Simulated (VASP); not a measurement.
# SnTe3 (Fm-3m) in VASP: notebook, part 2 of 2

VASP 6.6.1.

## 5. Relaxation of cell and atoms, PBE

This run uses another cell than the first one, of 28.78 Å³/atom, 0.991 times its volume.

Contents of INCAR:

```
SYSTEM = SnTe3
PREC     = Accurate       ! precision mode
ENCUT    = 500            ! plane-wave cutoff, eV
EDIFF    = 1E-7           ! SCF threshold, eV
ISMEAR   = -1             ! smearing method
SIGMA    = 0.1            ! smearing width, eV
LREAL    = .False.        ! projectors in reciprocal space
LASPH    = .True.         ! aspherical terms in the spheres
NELM     = 120            ! most SCF steps
ALGO     = Normal         ! electronic algorithm
ISIF     = 3              ! what is computed and relaxed
LWAVE    = .False.        ! write WAVECAR
LCHARG   = .False.        ! write CHGCAR
GGA      = PE             ! functional
IBRION   = 2              ! ionic algorithm
NSW      = 80             ! ionic steps
EDIFFG   = -0.01          ! ionic threshold
GGA_COMPAT= .False.      
NELMIN   = 4
```

Contents of KPOINTS:

```
regular mesh
0
Gamma
  4 4 4
  0 0 0
```

Contents of POSCAR:

```
SnTe3
1.0
    0.0000000000      3.8612200000      3.8612200000
    3.8612200000      0.0000000000      3.8612200000
    3.8612200000      3.8612200000      0.0000000000
Sn Te
1 3
Direct
    0.0000000000      0.0000000000      0.0000000000
    0.2500000000      0.2500000000      0.2500000000
    0.7500000000      0.7500000000      0.7500000000
    0.5000000000      0.5000000000      0.5000000000
```

On the command line:

```sh
$ cat potpaw_PBE.64/Sn_d/POTCAR potpaw_PBE.64/Te/POTCAR > POTCAR
$ mpirun -np 1 vasp_std > vasp.out
```

Wall time 30 s (1 thread of Intel Xeon Platinum 8488C (Sapphire Rapids), shared host); peak memory 0.24 GiB.

It converged, with:

- Free energy: -12.7012 eV
- Relaxed volume: 29.03 Å³/atom
- Relaxed cell: a = 5.476 Å, b = 5.476 Å, c = 5.476 Å, α = 60.00°, β = 60.00°, γ = 60.00°
- Space group after relaxing (to 0.05 Å): Fm-3m (No. 225)
- Energy gained by relaxing: 0.3 meV/atom
- Ionic steps: 3
- Pressure after relaxing: 0.0 GPa
- Band gap on the k mesh: zero (band 16 reaches 7.99 eV, above the bottom of band 17 at 5.80 eV)

Step by step:
```tsv
step	energy change (eV)	largest force (eV/Å)	pressure (GPa)	volume (Å³)
1	0.0000	0.0000	0.42	115.13
2	-0.0012	0.0000	-0.13	116.41
3	-0.0013	0.0000	0.00	116.11
```

Final structure:
```
CELL_PARAMETERS angstrom
0.00000 3.87208 3.87208
3.87208 0.00000 3.87208
3.87208 3.87208 0.00000
ATOMIC_POSITIONS crystal
Sn 0.00000 0.00000 0.00000
Te 0.25000 0.25000 0.25000
Te 0.75000 0.75000 0.75000
Te 0.50000 0.50000 0.50000
```

Levels at points of the mesh, in eV from the Fermi level:
```
           k point  band 12  band 13  band 14  band 15  band 16  band 17  band 18  band 19
(0.00, 0.00, 0.00)    -3.27    -3.27    -3.27    -3.27    -1.82    -1.82    -1.82     3.11
(0.50, 0.00, 0.00)    -3.39    -3.39    -2.03    -1.93     0.38     0.38     1.24     1.81
(0.50, 0.50, 0.00)    -1.56    -0.97    -0.58    -0.58     0.03     0.17     0.17     2.09
```

Caveat: spin-orbit coupling is left out, which moves the levels of the heavy elements.

## 6. Relaxation of cell and atoms, r2SCAN

This run uses another cell than the first one, of 28.78 Å³/atom, 0.991 times its volume.

POSCAR is that of step 5.

Contents of INCAR.step1:

```
SYSTEM = SnTe3
ALGO = Normal
EDIFF = 1E-5
EDIFFG = -0.005
ENCUT = 550
GGA = PE
GGA_COMPAT = .FALSE.
IBRION = 2
ISIF = 3
ISMEAR = -1
LASPH = .TRUE.
LCHARG = .FALSE.
LREAL = .FALSE.
LWAVE = .TRUE.
NELM = 120
NELMIN = 4
NSW = 100
PREC = Accurate
SIGMA = 0.1
```

Contents of INCAR.step2:

```
SYSTEM = SnTe3
ALGO = Normal
EDIFF = 1E-7
EDIFFG = -0.01
ENCUT = 550
GGA_COMPAT = .FALSE.
IBRION = 2
ISIF = 3
ISMEAR = -1
ISTART = 1
LASPH = .TRUE.
LCHARG = .FALSE.
LMIXTAU = .TRUE.
LREAL = .FALSE.
LWAVE = .FALSE.
METAGGA = R2SCAN
NELM = 120
NELMIN = 4
NSW = 80
PREC = Accurate
SIGMA = 0.1
```

Contents of KPOINTS:

```
k-points
0
G
  4 4 4
  0 0 0
```

Potentials or basis: VASP PAW PBE potentials, release 64 (Sn_d, Te).

On the command line:

```sh
$ cat potpaw_PBE.64/Sn_d/POTCAR potpaw_PBE.64/Te/POTCAR > POTCAR
$ cp INCAR.step1 INCAR
$ mpirun -np 1 vasp_std > vasp.out
$ cp INCAR.step2 INCAR
$ mpirun -np 1 vasp_std > vasp.out
```

Run time: 3.2 min. Hardware: 1 thread of Intel Xeon Platinum 8488C (Sapphire Rapids), shared host; peak memory 0.29 GiB.

Results (log left out):

* Free energy: -100.0075 eV
* Relaxed volume: 29.02 Å³/atom
* Relaxed cell: a = 5.475 Å, b = 5.475 Å, c = 5.475 Å, α = 60.00°, β = 60.00°, γ = 60.00°
* Space group after relaxing (to 0.05 Å): Fm-3m (No. 225)
* Energy gained by relaxing: 0.3 meV/atom
* Ionic steps: 3
* Pressure after relaxing: 0.0 GPa
* Band gap on the k mesh: zero (band 16 reaches 7.93 eV, above the bottom of band 17 at 5.61 eV)

The path:
```csv
step,energy change (eV),largest force (eV/Å),pressure (GPa),volume (Å³)
1,0.0000,0.0000,0.43,115.13
2,-0.0010,0.0000,-0.15,116.41
3,-0.0012,0.0000,0.00,116.06
```

Final structure:
```xyz
4
Lattice="0.0000 3.8716 3.8716 3.8716 0.0000 3.8716 3.8716 3.8716 0.0000" Properties=species:S:1:pos:R:3 pbc="T T T"
Sn    0.0000    0.0000    0.0000
Te    1.9358    1.9358    1.9358
Te    5.8073    5.8073    5.8073
Te    3.8716    3.8716    3.8716
```

Levels at points of the mesh, in eV from the Fermi level:
| k point | band 13 | band 14 | band 15 | band 16 | band 17 | band 18 | band 19 | band 20 |
| --- | --- | --- | --- | --- | --- | --- | --- | --- |
| (0.00, 0.00, 0.00) | -3.40 | -3.40 | -3.40 | -1.91 | -1.91 | -1.91 | 3.58 | 3.58 |
| (0.50, 0.00, 0.00) | -3.53 | -2.10 | -1.96 | 0.41 | 0.41 | 1.31 | 1.99 | 1.99 |
| (0.50, 0.50, 0.00) | -0.88 | -0.68 | -0.68 | -0.04 | 0.14 | 0.14 | 2.23 | 3.52 |

Caveat: the PAW data sets were made with another functional, which shifts forces and pressure a little; spin-orbit coupling is left out, which moves the levels of the heavy elements.

## 7. Overview

```tsv
task	level	cell	cutoff (eV)	gap on the mesh (eV)	pressure (GPa)	relaxed volume (Å³/atom)
single point	r2SCAN	a = 5.477 Å, angles 60.0°, 4 atoms	550	none	0.0	-
relaxation of cell and atoms	RPBE	relaxed from a = 5.461 Å, angles 60.0°, 4 atoms	500	none	0.0	29.85
relaxation of cell and atoms	PBEsol	relaxed from a = 5.461 Å, angles 60.0°, 4 atoms	500	none	0.0	27.46
relaxation of cell and atoms	PBE	relaxed from a = 5.461 Å, angles 60.0°, 4 atoms	500	none	0.0	29.03
relaxation of cell and atoms	r2SCAN	relaxed from a = 5.461 Å, angles 60.0°, 4 atoms	550	none	0.0	29.02
```

Alike in all rows: potentials or basis VASP PAW PBE potentials, release 64 (Sn_d, Te); no spin polarisation; k mesh 4 × 4 × 4; smearing fermi-dirac 0.1 eV.

Caveats: spin-orbit coupling is left out, which moves the levels of the heavy elements; the PAW data sets were made with another functional, which shifts forces and pressure a little (some runs).

Absolute energies hang on the potentials; compare differences alone.
